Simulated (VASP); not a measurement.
# Ti2O (P-3m1) in VASP: further runs

Ti2O is run at these levels: PBEsol; tasks: relaxation of cell and atoms, single point.

Program: VASP 6.6.1. These are calculated values, not measurements. Logs are shortened: lines on timing, memory, paths and dates and some standing lists are left out, and cuts for length are marked.

## (1) The cell of the first run

Symmetry: P-3m1, No. 164, trigonal system. Conventional cell: a = 2.956 Å, b = 2.956 Å, c = 4.716 Å, α = 90.00°, β = 90.00°, γ = 120.00°. Ti (site symmetry 3m) has 3 O at 2.11 Å and 12 Ti at 2.82 to 3.01 Å within 3.1 Å. Within 2.8 Å of O (site symmetry -3m) lie 6 Ti at 2.11 Å.

## (2) Relaxation of cell and atoms, PBEsol

Input file INCAR:

```
PREC = Accurate ; ENCUT = 600
EDIFF = 1E-6 ; ISMEAR = 0
SIGMA = 0.1 ; LREAL = F
LASPH = T ; NELM = 80
ALGO = Normal ; ISIF = 3
LWAVE = F ; LCHARG = F
GGA = PS ; IBRION = 2
NSW = 100 ; EDIFFG = -0.005
```

Input file KPOINTS:

```
Automatic mesh
0
Gamma
  18 18 10
```

Input file POSCAR:

```
Ti2O
1.0
    2.9555833962      0.0000000000      0.0000000000
   -1.4777916981      2.5596103041      0.0000000000
    0.0000000000      0.0000000000      4.7163343358
Ti O
2 1
Direct
    0.6666666667      0.3333333333      0.2623972493
    0.3333333333      0.6666666667      0.7376027507
    0.0000000000      0.0000000000      0.0000000000
```

Potentials or basis: VASP PAW PBE potentials, release 64 (Ti_sv, O).

Started as:

```bash
cat potpaw_PBE.64/Ti_sv/POTCAR potpaw_PBE.64/O/POTCAR > POTCAR
mpirun -np 1 vasp_std > vasp.out
```

OUTCAR:

```text
PREC = Accurate
   ENCUT = 600
   EDIFF = 1E-6
   ISMEAR = 0
   LREAL = F
   LASPH = T
   NELM = 80
   ISIF = 3
   GGA = PS
   IBRION = 2
   NSW = 100
   EDIFFG = -0.005

 ion  position               nearest neighbor table
   1  0.667  0.333  0.262-   3 2.11   3 2.11   3 2.11   2 2.82   2 2.82   2 2.82
   2  0.333  0.667  0.738-   3 2.11   3 2.11   3 2.11   1 2.82   1 2.82   1 2.82
   3  0.000  0.000  0.000-   1 2.11   2 2.11   2 2.11   1 2.11   1 2.11   2 2.11

  LATTYP: Found a hexagonal cell.
 ALAT       =     2.9555833962
 C/A-ratio  =     1.5957371874

  Lattice vectors:

 A1 = (   2.9555833962,   0.0000000000,   0.0000000000)
 A2 = (  -1.4777916981,   2.5596103041,   0.0000000000)
 A3 = (   0.0000000000,   0.0000000000,   4.7163343358)

Analysis of symmetry for initial positions (statically):
=====================================================================
 Subroutine PRICEL returns:
 Original cell was already a primitive cell.

 Routine SETGRP: Setting up the symmetry group for a
 hexagonal supercell.

 Subroutine GETGRP returns: Found 12 space group operations
 (whereof 12 operations were pure point group operations)
 out of a pool of 24 trial point group operations.

The static configuration has the point symmetry D_3d.

Analysis of symmetry for dynamics (positions and initial velocities):
=====================================================================
 Subroutine PRICEL returns:
 Original cell was already a primitive cell.

 Routine SETGRP: Setting up the symmetry group for a
 hexagonal supercell.

 Subroutine GETGRP returns: Found 12 space group operations
 (whereof 12 operations were pure point group operations)
 out of a pool of 24 trial point group operations.

The dynamic configuration has the point symmetry D_3d.

 Subroutine INISYM returns: Found 12 space group operations
 (whereof 12 operations are pure point group operations),
 and found     1 'primitive' translations

----------------------------------------------------------------------------------------

                                     Primitive cell

  volume of cell :      35.6797

  direct lattice vectors                    reciprocal lattice vectors
     2.955583396  0.000000000  0.000000000     0.338342678  0.195342236  0.000000000
    -1.477791698  2.559610304  0.000000000     0.000000000  0.390684472  0.000000000
     0.000000000  0.000000000  4.716334336     0.000000000  0.000000000  0.212029074

  length of vectors
     2.955583396  2.955583396  4.716334336     0.390684472  0.390684472  0.212029074

  position of ions in fractional coordinates (direct lattice)
     0.666666667  0.333333333  0.262397249
     0.333333333  0.666666667  0.737602751
     0.000000000  0.000000000  0.000000000

  ion indices of the primitive-cell ions
   primitive index   ion index
                 1           1
                 2           2
                 3           3

----------------------------------------------------------------------------------------

 KPOINTS: Automatic mesh

Automatic generation of k-mesh.
 Grid dimensions read from file:
 generate k-points for:   18   18   10

 Generating k-lattice:

  Cartesian coordinates                     Fractional coordinates (reciprocal lattice)
     0.018796815  0.010852346  0.000000000     0.055555556 -0.000000000  0.000000000
     0.000000000  0.021704693  0.000000000     0.000000000  0.055555556  0.000000000
     0.000000000  0.000000000  0.021202907     0.000000000  0.000000000  0.100000000

  Length of vectors
     0.021704693  0.021704693  0.021202907

  Shift w.r.t. Gamma in fractional coordinates (k-lattice)
     0.000000000  0.000000000  0.000000000

 Subroutine IBZKPT returns following result:
 ===========================================

 Found    330 irreducible k-points:

 Following reciprocal coordinates:
            Coordinates               Weight
  0.000000  0.000000  0.000000      1.000000
  0.055556  0.000000  0.000000      6.000000
  0.111111  0.000000  0.000000      6.000000
  0.166667  0.000000  0.000000      6.000000
  0.222222  0.000000  0.000000      6.000000
  0.277778  0.000000  0.000000      6.000000
[... 16 lines left out ...]
  0.333333  0.111111  0.000000     12.000000
  0.388889  0.111111  0.000000     12.000000
 [... further k-points ...]
   k-points           NKPTS =    330   k-points in BZ     NKDIM =    330   number of bands    NBANDS=     19
   number of dos      NEDOS =    301   number of ions     NIONS =      3
   total plane-waves  NPLWV =  23040
   dimension x,y,z NGX =    24 NGY =   24 NGZ =   40
   dimension x,y,z NGXF=    48 NGYF=   48 NGZF=   80
   ions per type =               2   1
   NGX,Y,Z   is equivalent  to a cutoff of  13.50, 13.50, 14.10 a.u.
   NGXF,Y,Z  is equivalent  to a cutoff of  27.00, 27.00, 28.20 a.u.
 SYSTEM =  unknown system
   PREC   = accura    normal or accurate (medium, high low for compatibility)
   ISTART =      0    job   : 0-new  1-cont  2-samecut
   ICHARG =      2    charge: 1-file 2-atom 10-const
   ISPIN  =      1    spin polarized calculation?
   LNONCOLLINEAR =      F non collinear calculations
   LSORBIT =      F    spin-orbit coupling
   LASPH  =      T    aspherical Exc in radial PAW
   ENCUT  =  600.0 eV  44.10 Ry    6.64 a.u.   5.90  5.90  9.42*2*pi/ulx,y,z
   NELM   =     80;   NELMIN=  2; NELMDL= -5     # of ELM steps
   EDIFF  = 0.1E-05   stopping-criterion for ELM
   LREAL  =      F    real-space projection
   EDIFFG = -.5E-02   stopping-criterion for IOM
   NSW    =    100    number of steps for IOM
   IBRION =      2    ionic relax: 0-MD 1-quasi-New 2-CG
   NFREE  =      1    steps in history (QN), initial steepest desc. (CG)
   ISIF   =      3    stress and relaxation
   ISYM   =      2    0-nonsym 1-usesym 2-fastsym
   POTIM  = 0.5000    time-step for ionic-motion
   TEBEG  =    0.0;   TEEND  =   0.0 temperature during run
   PSTRESS=    0.0 pullay stress
   NELECT =      30.0000    total number of electrons
   NUPDOWN=      -1.0000    fix difference up-down
   EMIN   =  10.00;   EMAX   =-10.00  energy-range for DOS
   EFERMI =   0.00;   METHOD = LEGACY
   ISMEAR =     0;   SIGMA  =   0.10  broadening in eV -4-tet -1-fermi 0-gaus
   EFERMI_NEDOS =   21; number of points for ismear=-14 and -15
   IALGO  =     38    algorithm
   IMIX   =      4    mixing-type and parameters
     AMIX     =   0.40;   BMIX     =  1.00
     AMIX_MAG =   1.60;   BMIX_MAG =  1.00
  volume/ion in A,a.u.               =      11.89        80.26
  Fermi-wavevector in a.u.,A,eV,Ry     =   1.545164  2.919937 32.484360  2.387533
  Thomas-Fermi vector in A             =   2.650582
   LORBIT       =      0    0 simple, 1 ext, 2 COOP (PROOUT), +10 PAW based schemes
   GGA     = PS    functional components
   LHFCALC =     F    Hartree Fock is set to
   AEXX    =    0.0000 exact exchange contribution
   IVDW    =     0    specifies the selected vdW correction
   LEPSILON=     F    determine dielectric tensor
   LRPA    =     F    only Hartree local field effects (RPA)
 conjugate gradient relaxation of ions
 non-spin polarized calculation
 Gauss-broadening in eV      SIGMA  =   0.10
  energy-cutoff  :      600.00
  volume of cell :       35.68
 maximum number of plane-waves:      1208
   NGX = 11   NGY = 11   NGZ = 19

--------------------------------------- Ionic step        1  -------------------------------------------

 number of electron      30.0000003 magnetization

 Free energy of the ion-electron system (eV)
  ---------------------------------------------------
  ext. energy  EPLUGINS =         0.00000000
  ---------------------------------------------------
  free energy    TOTEN  =       -27.61503800 eV

  energy without entropy =      -27.60984515  energy(sigma->0) =      -27.61244158

------------------------ aborting loop because EDIFF is reached ----------------------------------------

  FORCE on cell =-STRESS in cart. coord.  units (eV):
  Direction    XX          YY          ZZ          XY          YZ          ZX
  --------------------------------------------------------------------------------------
  -------------------------------------------------------------------------------------
  Total        0.0265596      0.0265596      0.1403577      0.0000000     -0.0000000     -0.0000000
  in kB        1.1926423      1.1926423      6.3026774      0.0000000     -0.0000000     -0.0000000
  external PRESSURE =       2.8959873 kB  Pullay stress =       0.0000000 kB
[... 96 lines left out ...]
  energy  without entropy=      -27.6100529943  energy(sigma->0) =      -27.61266256

--------------------------------------- Ionic step        4  -------------------------------------------

 number of electron      30.0000003 magnetization

 E-fermi :   9.9991     XC(G=0): -12.5729

 val. band max:        9.9887082076   @ k =   0.1667   0.0556   0.2000
 cond. band min:      10.0035744033   @ k =   0.0000   0.0556   0.4000
 fundamental gap:      0.0148661957
 Fermi energy:         9.9990518796

 k-point     1 :       0.0000    0.0000    0.0000
  band No.  band energies     occupation
      1     -46.9587      2.00000
      2     -46.8209      2.00000
      3     -23.7457      2.00000
      4     -23.0562      2.00000
      5     -23.0562      2.00000
      6     -22.9665      2.00000
[... 11 lines left out ...]
     18      11.0477      0.00000
     19      11.0477      0.00000
[... 540 lines left out ...]
  energy  without entropy=      -27.6102091826  energy(sigma->0) =      -27.61282266

--------------------------------------- Ionic step        5  -------------------------------------------

 number of electron      30.0000002 magnetization

 Free energy of the ion-electron system (eV)
  ---------------------------------------------------
  ext. energy  EPLUGINS =         0.00000000
  ---------------------------------------------------
  free energy    TOTEN  =       -27.61543823 eV

  energy without entropy =      -27.61020920  energy(sigma->0) =      -27.61282371

 E-fermi :  10.0021     XC(G=0): -12.5745

 val. band max:        9.9930321903   @ k =   0.1667   0.0556   0.2000
 cond. band min:      10.0073035463   @ k =   0.3333   0.0000   0.4000
 fundamental gap:      0.0142713560
 Fermi energy:        10.0021080511

 k-point     1 :       0.0000    0.0000    0.0000
  band No.  band energies     occupation
      1     -46.9548      2.00000
      2     -46.8169      2.00000
      3     -23.7422      2.00000
      4     -23.0519      2.00000
      5     -23.0519      2.00000
      6     -22.9622      2.00000
[... 11 lines left out ...]
     18      11.0539      0.00000
     19      11.0539      0.00000
[... 536 lines left out ...]
  FREE ENERGIE OF THE ION-ELECTRON SYSTEM (eV)
  ---------------------------------------------------
  free  energy   TOTEN  =       -27.6154382277 eV

  energy  without entropy=      -27.6102092016  energy(sigma->0) =      -27.61282371

 reached required accuracy - stopping structural energy minimisation
```

Wall time 5 min (1 thread of Intel Xeon 6975P-C (Granite Rapids), shared host); peak memory 0.36 GiB.

Results:

| Quantity | Value |
| --- | --- |
| Free energy | -27.6154 eV |
| Relaxed volume | 11.90 Å³/atom |
| Relaxed cell | a = 2.953 Å, b = 2.953 Å, c = 4.729 Å, α = 90.00°, β = 90.00°, γ = 120.00° |
| Space group after relaxing (to 0.1 Å) | P-3m1 (No. 164) |
| Energy gained by relaxing | 0.1 meV/atom |
| Ionic steps | 5 |
| Pressure after relaxing | -0.1 GPa |
| Band gap on the k mesh | zero (bands 15 and 16 overlap by 0.79 eV) |

The path:
| step | energy change (eV) | largest force (eV/Å) | pressure (GPa) | volume (Å³) |
| --- | --- | --- | --- | --- |
| 1 | 0.0000 | 0.0523 | 0.29 | 35.68 |
| 2 | -0.0002 | 0.0153 | -0.40 | 35.79 |
| 3 | -0.0002 | 0.0223 | -0.29 | 35.77 |
| 4 | -0.0004 | 0.0050 | -0.06 | 35.72 |
| 5 | -0.0004 | 0.0016 | -0.06 | 35.71 |

Final structure:
```
Ti O
1.0
     2.95259    0.00000    0.00000
    -1.47630    2.55702    0.00000
     0.00000    0.00000    4.72934
Ti O
2 1
Direct
  0.66667 0.33333 0.26339
  0.33333 0.66667 0.73661
  0.00000 0.00000 0.00000
```

Levels at points of the mesh, in eV from the Fermi level:
| k point | band 13 | band 14 | band 15 | band 16 | band 17 | band 18 |
| --- | --- | --- | --- | --- | --- | --- |
| (0.00, 0.00, 0.00) | -3.65 | -0.02 | 0.19 | 0.57 | 0.57 | 1.05 |
| (0.50, 0.00, 0.00) | -2.68 | -1.29 | -0.49 | 1.30 | 1.78 | 2.90 |
| (0.00, 0.00, 0.50) | -1.75 | -1.59 | 0.09 | 0.09 | 1.29 | 2.02 |
| (0.50, 0.00, 0.50) | -1.68 | -1.23 | -0.59 | -0.18 | 1.08 | 2.68 |

Caveat: the PAW data sets were made with another functional, which shifts forces and pressure a little.

## (3) Single point, PBEsol

This run uses another cell than the first one: it holds 9 atoms, not 3.

Input file INCAR:

```
PREC = Accurate
ENCUT = 520
EDIFF = 1E-7
ISMEAR = 0
SIGMA = 0.15
LREAL = F
LASPH = T
NELM = 60
ALGO = Normal
ISIF = 2
LWAVE = F
LCHARG = T
GGA = PS
LELF = T
LVHAR = T
NBANDS = 55
```

Input file KPOINTS:

```
regular mesh
0
Gamma
  18 18 4
```

Input file POSCAR:

```
Ti2O
1.0
   -2.9529519808      0.0000000000      0.0000000000
   -1.4764759904     -2.5573314315      0.0000000000
    0.0000000000      0.0000000000     14.1712009733
Ti O
6 3
Direct
    0.6666666667      0.6666666667      0.0875583236
    0.6666666667      0.6666666667      0.4208916569
    0.6666666667      0.6666666667      0.7542249903
    0.3333333333      0.3333333333      0.2457750097
    0.3333333333      0.3333333333      0.5791083431
    0.3333333333      0.3333333333      0.9124416764
    0.0000000000      1.0000000000      0.0000000000
    0.0000000000      1.0000000000      0.3333333333
    0.0000000000      1.0000000000      0.6666666667
```

Potentials or basis: VASP PAW PBE potentials, release 64 (Ti_sv, O).

Started as:

```bash
cat potpaw_PBE.64/Ti_sv/POTCAR potpaw_PBE.64/O/POTCAR > POTCAR
mpirun -np 1 vasp_std > vasp.out
```

Wall time 7.8 min (1 thread of Intel Xeon 6975P-C (Granite Rapids), shared host); peak memory 0.66 GiB.

It converged, with:

```
Free energy            : -82.8496 eV
Pressure               : 0.4 GPa
Largest force          : 0.049 eV/Å
Band gap on the k mesh : zero (bands 45 and 46 overlap by 0.81 eV)
```

Forces on the atoms (eV/Å):
```
Ti   0.000  0.000  0.049
Ti   0.000  0.000  0.049
Ti   0.000  0.000  0.049
Ti   0.000  0.000 -0.049
Ti   0.000  0.000 -0.049
Ti   0.000  0.000 -0.049
O    0.000  0.000  0.000
O    0.000  0.000  0.000
O    0.000  0.000  0.000
```

Levels at points of the mesh, in eV from the Fermi level:
| k point | band 41 | band 42 | band 43 | band 44 | band 45 | band 46 | band 47 | band 48 | band 49 | band 50 |
| --- | --- | --- | --- | --- | --- | --- | --- | --- | --- | --- |
| (0.00, 0.00, 0.00) | -0.97 | -0.01 | 0.18 | 0.18 | 0.18 | 0.18 | 0.19 | 0.57 | 0.57 | 1.04 |
| (0.50, 0.00, 0.00) | -1.19 | -1.19 | -0.64 | -0.64 | -0.50 | 0.31 | 0.31 | 1.24 | 1.24 | 1.32 |
| (0.00, 0.00, 0.50) | -0.45 | -0.45 | 0.08 | 0.08 | 0.44 | 0.44 | 0.44 | 0.44 | 0.64 | 0.64 |
| (0.50, 0.00, 0.50) | -1.25 | -1.22 | -0.60 | -0.55 | -0.55 | -0.15 | 0.99 | 0.99 | 1.10 | 1.58 |

Caveat: the PAW data sets were made with another functional, which shifts forces and pressure a little.

## (4) Single point, PBEsol

Input file INCAR:

```
SYSTEM = Ti2O
PREC = Accurate
ENCUT = 520
EDIFF = 1E-6
ISMEAR = 0
SIGMA = 0.1
LREAL = .False.
LASPH = .True.
NELM = 80
ALGO = Normal
ISIF = 2
LWAVE = .False.
LCHARG = .False.
GGA = PS
NBANDS = 22
```

Input file KPOINTS:

```
Automatic mesh
0
Gamma
  24 24 12
  0 0 0
```

Input file POSCAR:

```
Ti2O
1.0
    2.9529519792      0.0000000000      0.0000000000
   -1.4764759896      2.5573314301      0.0000000000
    0.0000000000      0.0000000000      4.7237336553
Ti O
2 1
Direct
    0.6666666667      0.3333333333      0.2626749709
    0.3333333333      0.6666666667      0.7373250291
    0.0000000000      0.0000000000      0.0000000000
```

Started as:

```bash
cat potpaw_PBE.64/Ti_sv/POTCAR potpaw_PBE.64/O/POTCAR > POTCAR
mpirun -np 1 vasp_std > vasp.out
```

Run time: 5.6 min. Hardware: 1 thread of Intel Xeon Platinum 8259CL at 2.50GHz (Skylake/Cascade Lake), shared host; peak memory 0.53 GiB.

It converged, with:

```
Free energy            : -27.6132 eV
Pressure               : 0.4 GPa
Largest force          : 0.055 eV/Å
Band gap on the k mesh : zero (bands 15 and 16 overlap by 0.76 eV)
```

Forces on the atoms (eV/Å):
```
Ti   0.000  0.000  0.055
Ti   0.000  0.000 -0.055
O    0.000  0.000  0.000
```

Levels at points of the mesh, in eV from the Fermi level:
```csv
k point,band 13,band 14,band 15,band 16,band 17,band 18
"(0.00, 0.00, 0.00)",-3.65,-0.01,0.19,0.57,0.57,1.04
"(0.50, 0.00, 0.00)",-2.69,-1.29,-0.50,1.31,1.78,2.90
"(0.00, 0.00, 0.50)",-1.76,-1.57,0.08,0.08,1.29,2.03
"(0.50, 0.00, 0.50)",-1.69,-1.23,-0.60,-0.16,1.09,2.67
```

Caveat: the PAW data sets were made with another functional, which shifts forces and pressure a little.

## (5) Summary

| task | cell | k mesh | cutoff (eV) | smearing | gap on the mesh (eV) | pressure (GPa) | largest force (eV/Å) |
| --- | --- | --- | --- | --- | --- | --- | --- |
| relaxation of cell and atoms | relaxed from a = 2.956, b = 2.956, c = 4.716 Å, angles 90.0, 90.0, 120.0°, 3 atoms, atomic positions A | 18 × 18 × 10 | 600 | gaussian 0.1 eV | none | -0.1 | - |
| single point | a = 2.953, b = 2.953, c = 14.171 Å, angles 90.0, 90.0, 60.0°, 9 atoms, atomic positions B | 18 × 18 × 4 | 520 | gaussian 0.15 eV | none | 0.4 | 0.05 |
| single point | a = 2.953, b = 2.953, c = 4.724 Å, angles 90.0, 90.0, 120.0°, 3 atoms, atomic positions C | 24 × 24 × 12 | 520 | gaussian 0.1 eV | none | 0.4 | 0.05 |

Alike in all rows: level PBEsol; potentials or basis VASP PAW PBE potentials, release 64 (Ti_sv, O); no spin polarisation.

Caveats: the PAW data sets were made with another functional, which shifts forces and pressure a little.

Absolute energies hang on the potentials; compare differences alone.

The gap in the log of VASP goes by the Fermi energy; the results here count the filled bands.